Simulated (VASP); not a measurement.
Runs of VASP 6.6.1 on ZnCd3Te2. The structure is that of space group P6/mmm (No. 191), or close to it. The cells are those of the table. 

| task | cell | k mesh | cutoff (eV) | gap on the mesh (eV) | pressure (GPa) |
| --- | --- | --- | --- | --- | --- |
| single point | a = 7.521, b = 7.521, c = 4.237 Å, angles 90.0, 90.0, 120.0°, 6 atoms | 6 × 6 × 10 | 520 | none | 0.1 |
| single point | a = 6.679, b = 6.679, c = 3.719 Å, angles 90.0, 90.0, 120.0°, 6 atoms | 3 × 3 × 6 | 520 | none | 24.3 |
| relaxation of cell and atoms | relaxed from a = 6.679, b = 6.679, c = 3.719 Å, angles 90.0, 90.0, 120.0°, 6 atoms | 3 × 3 × 6 | 600 | none | 0.1 |
| single point | a = 7.452, b = 7.452, c = 4.240 Å, angles 90.0, 90.0, 120.0°, 6 atoms | 3 × 3 × 6 | 520 | none | (a) |

Alike in all rows: level PBE; potentials or basis VASP PAW PBE potentials, release 64 (Zn, Cd, Te); no spin polarisation; smearing gaussian 0.1 eV.

Question: Estimate the missing entries.

Answer: (a) 0.3.

Caveats: some runs use coarse meshes; spin-orbit coupling is left out, which moves the levels of the heavy elements.

A k mesh can miss the band edges, and the runs leave out spin-orbit coupling on Cd, Te.

A gap of «none» marks levels without a gap at the run's occupations.
